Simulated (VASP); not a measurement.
# C17O in VASP: a series of runs

The runs below take C17O through single point, with PBE+D3(BJ).

Everything below comes from runs of VASP 6.6.1. Logs are shortened: lines on timing, memory, paths and dates and some standing lists are left out, and cuts for length are marked.

## 1. The cell of the first run

The cell holds a slab with vacuum, 18 atoms: a = 4.930 Å, b = 4.413 Å, c = 23.665 Å, α = 90.00°, β = 90.00°, γ = 90.11°.

## 2. Single point, PBE+D3(BJ)

INCAR reads:

```
SYSTEM = C17O
PREC = Accurate
ENCUT = 520
EDIFF = 1E-7
ISMEAR = 0
SIGMA = 0.05
LREAL = Auto
LASPH = .TRUE.
NELM = 60
ALGO = Normal
ISIF = 2
LWAVE = .FALSE.
LCHARG = .FALSE.
LDIPOL = .TRUE.
IDIPOL = 3
DIPOL = 0.5 0.5 0.313
GGA = PE
IVDW = 12
NBANDS = 52
```

KPOINTS reads:

```
regular mesh
0
G
  6 6 1
  0 0 0
```

POSCAR reads:

```
C17O
1.0
    4.9298867130      0.0000000000      0.0000000000
   -0.0081547558      4.4132984516      0.0000000000
    0.0000000000      0.0000000000     23.6650337471
C O
17 1
Direct
    0.3745684085      0.7405378974      0.1690257467
    0.8745684085      0.7405378974      0.1690257467
    0.1243974091      0.6365956441      0.1920114160
    0.6243974091      0.6365956441      0.1920114160
    0.1240513173      0.4291046681      0.2380452569
    0.6240513173      0.4291046681      0.2380452569
    0.3738803179      0.3251624149      0.2610309261
    0.8738803179      0.3251624149      0.2610309261
    0.3735338584      0.1126520408      0.3070664644
    0.8735338584      0.1126520408      0.3070664644
    0.1233638388      0.0072945126      0.3289983678
    0.6233638388      0.0072945126      0.3289983678
    0.1229920122      0.7810454900      0.3748118563
    0.6229920122      0.7810454900      0.3748118563
    0.3728273188      0.6826774530      0.3936201337
    0.8728273188      0.6826774530      0.3936201337
    0.3728273188      0.6826774530      0.5774356332
    0.3728273188      0.6826774530      0.5288407310
```

Potentials or basis: VASP PAW PBE potentials, release 64 (C, O).

Started as:

```bash
cat potpaw_PBE.64/C/POTCAR potpaw_PBE.64/O/POTCAR > POTCAR
mpirun -np 1 vasp_std > vasp.out
```

OUTCAR:

```text
SYSTEM = C17O
   PREC = Accurate
   ENCUT = 520
   EDIFF = 1E-7
   ISMEAR = 0
   LREAL = Auto
   LASPH = .TRUE.
   NELM = 60
   ISIF = 2
   GGA = PE
   IVDW = 12
 IVDW          = 12

 ion  position               nearest neighbor table
   1  0.375  0.741  0.169-   3 1.42   4 1.42
   2  0.875  0.741  0.169-   4 1.42   3 1.42
   3  0.124  0.637  0.192-   1 1.42   5 1.42   2 1.42
   4  0.624  0.637  0.192-   2 1.42   6 1.42   1 1.42
   5  0.124  0.429  0.238-   8 1.42   7 1.42   3 1.42
   6  0.624  0.429  0.238-   7 1.42   8 1.42   4 1.42
   7  0.374  0.325  0.261-   6 1.42   5 1.42   9 1.44
   8  0.874  0.325  0.261-   5 1.42   6 1.42  10 1.44
   9  0.374  0.113  0.307-  11 1.42  12 1.42   7 1.44
  10  0.874  0.113  0.307-  12 1.42  11 1.42   8 1.44
  11  0.123  0.007  0.329-   9 1.42  10 1.42  13 1.47
  12  0.623  0.007  0.329-  10 1.42   9 1.42  14 1.47
  13  0.123  0.781  0.375-  15 1.38  16 1.38  11 1.47
  14  0.623  0.781  0.375-  16 1.38  15 1.38  12 1.47
  15  0.373  0.683  0.394-  13 1.38  14 1.38
  16  0.873  0.683  0.394-  14 1.38  13 1.38
  17  0.373  0.683  0.577-  18 1.15
  18  0.373  0.683  0.529-  17 1.15

  Warning from LATTYP: Monoclinic adjustment (A1->A3, A2->A1, A3->A2)!
  LATTYP: Found a simple monoclinic cell.
 ALAT       =     4.4133059856
 B/A-ratio  =     5.3622009949
 C/A-ratio  =     1.1170507391
 COS(beta)  =    -0.0018477658

  Lattice vectors:

 A1 = (  -0.0081547558,   4.4132984516,   0.0000000000)
 A2 = (   0.0000000000,   0.0000000000,  23.6650337471)
 A3 = (   4.9298867130,   0.0000000000,   0.0000000000)

Analysis of symmetry for initial positions (statically):
=====================================================================
 Subroutine PRICEL returns:
 Original cell was already a primitive cell.

 Routine SETGRP: Setting up the symmetry group for a
 simple monoclinic supercell.

 Subroutine GETGRP returns: Found  1 space group operations
 (whereof  1 operations were pure point group operations)
 out of a pool of  4 trial point group operations.

The static configuration has the point symmetry C_1 .

Analysis of symmetry for dynamics (positions and initial velocities):
=====================================================================
 Subroutine PRICEL returns:
 Original cell was already a primitive cell.

 Routine SETGRP: Setting up the symmetry group for a
 simple monoclinic supercell.

 Subroutine GETGRP returns: Found  1 space group operations
 (whereof  1 operations were pure point group operations)
 out of a pool of  4 trial point group operations.

The dynamic configuration has the point symmetry C_1 .
[... 140 lines left out ...]
   EFERMI =   0.00;   METHOD = LEGACY
   ISMEAR =     0;   SIGMA  =   0.05  broadening in eV -4-tet -1-fermi 0-gaus
   EFERMI_NEDOS =   21; number of points for ismear=-14 and -15
   IALGO  =     38    algorithm
   IMIX   =      4    mixing-type and parameters
     AMIX     =   0.40;   BMIX     =  1.00
     AMIX_MAG =   1.60;   BMIX_MAG =  1.00
  volume/ion in A,a.u.               =      28.60       193.03
  Fermi-wavevector in a.u.,A,eV,Ry     =   0.857531  1.620498 10.005162  0.735359
  Thomas-Fermi vector in A             =   1.974598
   LORBIT       =      0    0 simple, 1 ext, 2 COOP (PROOUT), +10 PAW based schemes
   GGA     = PE    functional components
   LHFCALC =     F    Hartree Fock is set to
   AEXX    =    0.0000 exact exchange contribution
   IVDW    =    12    specifies the selected vdW correction
   LEPSILON=     F    determine dielectric tensor
   LRPA    =     F    only Hartree local field effects (RPA)
 non-spin polarized calculation
 Gauss-broadening in eV      SIGMA  =   0.05
  energy-cutoff  :      520.00
  volume of cell :      514.88
 maximum number of plane-waves:     13916
 NGX is ok and might be reduce to    40
   NGX = 19   NGY = 17   NGZ = 89

 dipolmoment           0.000000      0.000000      0.352687 electrons x Angstroem

 number of electron      74.0000002 magnetization

 dipolmoment           0.000000      0.000000     -0.050886 electrons x Angstroem

 Free energy of the ion-electron system (eV)
  ---------------------------------------------------
  ext. energy  EPLUGINS =         0.00000000
  ---------------------------------------------------
  free energy    TOTEN  =      -149.16958762 eV

  energy without entropy =     -149.14660574  energy(sigma->0) =     -149.15809668

 E-fermi :  -2.8867     XC(G=0):  -4.2141

 val. band max:       -2.8880077163   @ k =   0.5000   0.1667   0.0000
 cond. band min:      -2.8727311677   @ k =  -0.1667   0.3333   0.0000
 fundamental gap:      0.0152765486
 Fermi energy:        -2.8867344446

 k-point     1 :       0.0000    0.0000    0.0000
  band No.  band energies     occupation
      1     -26.4938      2.00000
      2     -21.9332      2.00000
      3     -20.8015      2.00000
      4     -19.1609      2.00000
      5     -17.6793      2.00000
      6     -17.6476      2.00000
[... 1029 lines left out ...]
     48       4.1564      0.00000
     49       4.6914      0.00000
 [bands above 49 left out]

------------------------ aborting loop because EDIFF is reached ----------------------------------------

 vacuum level on the upper side and lower side of the slab       (xc-potential included)        -0.214         0.200

 Edisp (eV)   -1.94174

 E8    (eV) :    -0.5706

  FORCE on cell =-STRESS in cart. coord.  units (eV):
  Direction    XX          YY          ZZ          XY          YZ          ZX
  --------------------------------------------------------------------------------------
  -------------------------------------------------------------------------------------
  Total       2.54953    -0.10313    -1.01709    -0.00157    -0.24671     0.01297
  in kB       7.93347    -0.32090    -3.16491    -0.00488    -0.76771     0.04035
  external pressure =        1.48 kB  Pullay stress =        0.00 kB

 VOLUME and BASIS-vectors are now :
 -----------------------------------------------------------------------------
  energy-cutoff  :      520.00
  volume of cell :      514.88
      direct lattice vectors                 reciprocal lattice vectors
     4.929886713  0.000000000  0.000000000     0.202844418  0.000374810  0.000000000
    -0.008154756  4.413298452  0.000000000     0.000000000  0.226587894  0.000000000
     0.000000000  0.000000000 23.665033747     0.000000000  0.000000000  0.042256437

 POSITION                                       TOTAL-FORCE (eV/Angst)
 -----------------------------------------------------------------------------------
      1.84054      3.26821      4.00000         0.000030     -1.164506      1.521024
      4.30548      3.26821      4.00000         0.000021     -1.160233      1.522352
      0.60807      2.80949      4.54396        -0.004424      1.859815     -2.299398
      3.07302      2.80949      4.54396        -0.002448      1.859817     -2.299388
      0.60806      1.89377      5.63335         0.003338     -0.845442      0.993923
      3.07300      1.89377      5.63335         0.003290     -0.845446      0.993921
[... 10 lines left out ...]
      1.83243      3.01286     13.66503         0.003809     -0.003008     -0.734721
      1.83243      3.01286     12.51503         0.000152      0.009074      0.730234
 -----------------------------------------------------------------------------------
    total drift:                               -0.000562     -0.002049      0.006801

  FREE ENERGIE OF THE ION-ELECTRON SYSTEM (eV)
  ---------------------------------------------------
  free  energy   TOTEN  =      -151.1113310782 eV

  energy  without entropy=     -151.0883492043  energy(sigma->0) =     -151.09984014

 vacuum level on the upper side and lower side of the slab         3.020         3.445
```

OSZICAR:

```text
N       E                     dE             d eps       ncg     rms          rms(c)
DAV:   1     0.584457759643E+03    0.58446E+03   -0.30579E+04  2104   0.114E+03
DAV:   2    -0.692265874147E+02   -0.65368E+03   -0.63298E+03  3012   0.273E+02
DAV:   3    -0.155926227708E+03   -0.86700E+02   -0.85794E+02  2456   0.104E+02
[... 21 lines left out ...]
DAV:  25    -0.149169583669E+03   -0.13354E-04   -0.11406E-06  1828   0.265E-03    0.130E-03
DAV:  26    -0.149169586282E+03   -0.26135E-05   -0.12609E-07  1952   0.126E-03    0.115E-03
DAV:  27    -0.149169587332E+03   -0.10502E-05   -0.12843E-07  1672   0.652E-04    0.515E-04
DAV:  28    -0.149169587591E+03   -0.25823E-06   -0.24180E-08  1560   0.364E-04    0.352E-04
DAV:  29    -0.149169587618E+03   -0.27081E-07   -0.13605E-08  1540   0.219E-04
   1 F= -.15111133E+03 E0= -.15109984E+03  d E =-.229819E-01
```

Run time: 15 min. Hardware: 1 thread of AMD EPYC 9R45 (Zen 5), shared host; peak memory 0.7 GiB.

Results:

```yaml
Free_energy: -151.1113 eV
Largest_force: 2.957 eV/Å
Band_gap_on_the_k_mesh: zero (bands 37 and 38 overlap by 0.03 eV)
Dispersion_energy_per_atom: -0.108 eV
```

Forces in eV/Å, atoms in the order of the input:
```
C    0.000 -1.165  1.521
C    0.000 -1.160  1.522
C   -0.004  1.860 -2.299
C   -0.002  1.860 -2.299
C    0.003 -0.845  0.994
C    0.003 -0.845  0.994
C    0.000  0.162 -0.216
C    0.000  0.158 -0.219
C    0.002 -0.025  0.007
C    0.002 -0.033  0.011
C    0.016  0.038 -0.038
C   -0.012  0.038 -0.038
C   -0.013 -0.020  0.049
C   -0.006 -0.020  0.049
C    0.003  0.018 -0.097
C    0.003 -0.026  0.064
C    0.004 -0.003 -0.735
O    0.000  0.009  0.730
```

## 3. Single point, PBE+D3(BJ)

INCAR reads:

```
ALGO = Normal ; DIPOL = 0.5 0.5 0.313
EDIFF = 1E-6 ; ENCUT = 520
GGA = PE ; IDIPOL = 3
ISIF = 2 ; ISMEAR = 0
IVDW = 12 ; LASPH = True
LCHARG = False ; LDIPOL = True
LREAL = Auto ; LWAVE = False
NBANDS = 52 ; NELM = 100
PREC = Accurate ; SIGMA = 0.05
```

KPOINTS reads:

```
k-points
0
Gamma
  6 6 1
```

POSCAR, as its differences from that of step 2:

```diff
@@ -24,3 +24,3 @@
     0.8728273188      0.6826774530      0.3936201337
-    0.3728273188      0.6826774530      0.5774356332
-    0.3728273188      0.6826774530      0.5288407310
+    0.3728273188      1.1826774530      0.5774356332
+    0.3728273188      1.1826774530      0.5288407310
```

Potentials or basis: VASP PAW PBE potentials, release 64 (C, O).

Started as:

```bash
cat potpaw_PBE.64/C/POTCAR potpaw_PBE.64/O/POTCAR > POTCAR
mpirun -np 1 vasp_std > vasp.out
```

Wall time 15 min (1 thread of AMD EPYC 9R45 (Zen 5), shared host); peak memory 0.69 GiB.

The run converged. Its results:

```
Free energy                : -151.1207 eV
Largest force              : 2.956 eV/Å
Band gap on the k mesh     : zero (bands 37 and 38 overlap by 0.03 eV)
Dispersion energy per atom : -0.108 eV
```

Forces in eV/Å, atoms in the order of the input:
```
C    0.000 -1.162  1.520
C    0.000 -1.161  1.520
C   -0.004  1.860 -2.298
C   -0.003  1.860 -2.298
C    0.003 -0.845  0.994
C    0.003 -0.845  0.994
C    0.000  0.158 -0.218
C    0.000  0.158 -0.218
C    0.002 -0.026  0.009
C    0.002 -0.029  0.010
C    0.006  0.038 -0.033
C   -0.003  0.038 -0.033
C   -0.009 -0.024  0.039
C   -0.009 -0.024  0.039
C    0.003  0.016 -0.002
C    0.003 -0.011  0.027
C    0.004  0.005 -0.744
O    0.000 -0.007  0.691
```

Levels at points of the mesh, in eV from the Fermi level:
```tsv
k point	band 35	band 36	band 37	band 38	band 39	band 40
(0.00, 0.00, 0.00)	-0.55	-0.31	-0.09	0.28	0.57	1.06
(0.50, 0.00, 0.00)	-1.83	-0.16	-0.16	-0.01	-0.01	2.63
(0.00, 0.50, 0.00)	-0.53	-0.31	-0.03	0.37	0.44	1.00
(0.50, 0.50, 0.00)	-0.99	-0.10	-0.10	0.03	0.03	2.25
```

## 4. Single point, PBE+D3(BJ)

INCAR reads:

```
  PREC = Accurate
  ENCUT = 520
  EDIFF = 1E-6
  ISMEAR = 0
  SIGMA = 0.05
  LREAL = Auto
  LASPH = True
  NELM = 80
  ALGO = Normal
  ISIF = 2
  LWAVE = False
  LCHARG = False
  LDIPOL = True
  IDIPOL = 3
  DIPOL = 0.5 0.5 0.313
  GGA = PE
  IVDW = 12
  NBANDS = 52
```

KPOINTS reads:

```
regular mesh
0
Gamma
  6 6 1
```

POSCAR, as its differences from that of step 3:

```diff
@@ -24,3 +24,3 @@
     0.8728273188      0.6826774530      0.3936201337
-    0.3728273188      1.1826774530      0.5774356332
-    0.3728273188      1.1826774530      0.5288407310
+    0.6228273188      0.6826774530      0.5774356332
+    0.6228273188      0.6826774530      0.5288407310
```

Started as:

```bash
cat potpaw_PBE.64/C/POTCAR potpaw_PBE.64/O/POTCAR > POTCAR
mpirun -np 1 vasp_std > vasp.out
```

Wall time 14 min (1 thread of AMD EPYC 9R45 (Zen 5), shared host); peak memory 0.69 GiB.

Results (log left out):

```
Free energy                : -151.1201 eV
Largest force              : 2.963 eV/Å
Band gap on the k mesh     : zero (bands 37 and 38 overlap by 0.04 eV)
Dispersion energy per atom : -0.108 eV
```

Forces in eV/Å, atoms in the order of the input:
```
C   -0.005 -1.162  1.522
C    0.005 -1.162  1.522
C   -0.003  1.855 -2.295
C   -0.003  1.864 -2.303
C    0.003 -0.844  0.994
C    0.003 -0.846  0.993
C    0.001  0.160 -0.217
C   -0.001  0.160 -0.217
C   -0.012 -0.029  0.009
C    0.016 -0.029  0.009
C    0.002  0.047 -0.046
C    0.002  0.025 -0.029
C   -0.009  0.020 -0.006
C   -0.009 -0.070  0.099
C   -0.045  0.005 -0.001
C    0.052  0.005 -0.001
C    0.004 -0.002 -0.736
O    0.000  0.004  0.702
```

Levels at points of the mesh, in eV from the Fermi level:
```csv
k point,band 35,band 36,band 37,band 38,band 39,band 40
"(0.00, 0.00, 0.00)",-0.56,-0.31,-0.09,0.28,0.56,1.06
"(0.50, 0.00, 0.00)",-1.83,-0.17,-0.16,-0.01,-0.01,2.63
"(0.00, 0.50, 0.00)",-0.54,-0.31,-0.02,0.37,0.43,1.00
"(0.50, 0.50, 0.00)",-0.99,-0.11,-0.10,0.02,0.03,2.24
```

## 5. Summary

| cell | gap on the mesh (eV) | largest force (eV/Å) |
| --- | --- | --- |
| as given, atomic positions A | none | 2.96 |
| as given, atomic positions B | none | 2.96 |
| as given, atomic positions C | none | 2.96 |

Alike in all rows: task single point; level PBE+D3(BJ); potentials or basis VASP PAW PBE potentials, release 64 (C, O); no spin polarisation; k mesh 6 × 6 × 1; cutoff (eV) 520; smearing gaussian 0.05 eV.

Absolute energies hang on the potentials; compare differences alone.
